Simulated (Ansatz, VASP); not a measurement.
Two plane-wave programs on CsSi2

POSCAR

```
CsSi2
1.0
    6.3715700000      0.0000000000      0.0000000000
   -3.1857800000      5.5179400000      0.0000000000
    0.0000000000      0.0000000000      4.4786600000
Cs Si
1 2
Direct
    0.0000000000      0.0000000000      0.0000000000
    0.6666700000      0.3333300000      0.2503900000
    0.6666700000      0.3333300000      0.7496100000
```

File INCAR.step1:

```
ALGO = Normal ; EDIFF = 1E-5
ENCUT = 520 ; GGA = PE
ISIF = 2 ; ISMEAR = -1
LASPH = T ; LCHARG = F
LREAL = F ; LWAVE = T
NBANDS = 16 ; NELM = 60
PREC = Accurate ; SIGMA = 0.05
```

Contents of INCAR.step2:

```
AEXX = 0.25 ; ALGO = Normal
EDIFF = 1E-6 ; ENCUT = 520
GGA = PE ; HFSCREEN = 0.4
ISIF = 2 ; ISMEAR = -1
ISTART = 1 ; LASPH = T
LCHARG = F ; LHFCALC = T
LREAL = F ; LWAVE = F
NBANDS = 16 ; NELM = 60
PREC = Accurate ; PRECFOCK = Normal
SIGMA = 0.05
```

File KPOINTS:

```
k-points
0
Gamma
  3 3 3
```

input.yaml

```yaml
crystal:
  lattice:
    - [6.37157, 0.0, 0.0]
    - [-3.18578, 5.51794, 0.0]
    - [0.0, 0.0, 4.47866]
  atoms:
    - { symbol: Cs, position: [0.0, 0.0, 0.0] }
    - { symbol: Si, position: [0.66667, 0.33333, 0.25039] }
    - { symbol: Si, position: [0.66667, 0.33333, 0.74961] }
hamiltonian:
  xc: { exchange: pbe, correlation: pbe, exx: { coeff: 0.25, omega: 0.4 } }
  pseudopotentials: { kind: paw }
kpoints:
  mp_grid: { grid: [3, 3, 3] }
scf:
  occupations: { method: fermi_dirac, width: 0.05 }
output:
  forces: true
  stress: true
  eigenvalues: true
```

Alike in both runs: task single point; functional PBE-based screened hybrid; k mesh 3 × 3 × 3; occupations fermi-dirac, width 0.05 eV; no spin polarisation.

```csv
,VASP,Ansatz
version,VASP 6.6.1,Ansatz 0.2.0
potentials or method,"VASP PAW PBE potentials, release 64 (Cs_sv, Si)",Ansatz PAW
plane-wave cutoff (eV),520,420
valence electrons in the cell,17,17
```

```tsv
	VASP	Ansatz	Ansatz less VASP
gap on the k mesh at the Fermi level (eV)	none	none	-
pressure (GPa)	0.1	0.2	+0.05
traceless stress, the component that is largest in VASP (GPa)	0.35	0.43	+0.075
rms of the force components (eV/Å)	0.012	0.012	+0.0005
```

VASP's potentials were made for PBE, not for PBE-based screened hybrid. Atom by atom the forces differ by 0.001 eV/Å (rms over components). A gap of «none» marks a metal or a gap that the smearing closes.

The k mesh is coarse, so the values compare programs but aren't converged. Spin-orbit coupling is off throughout.
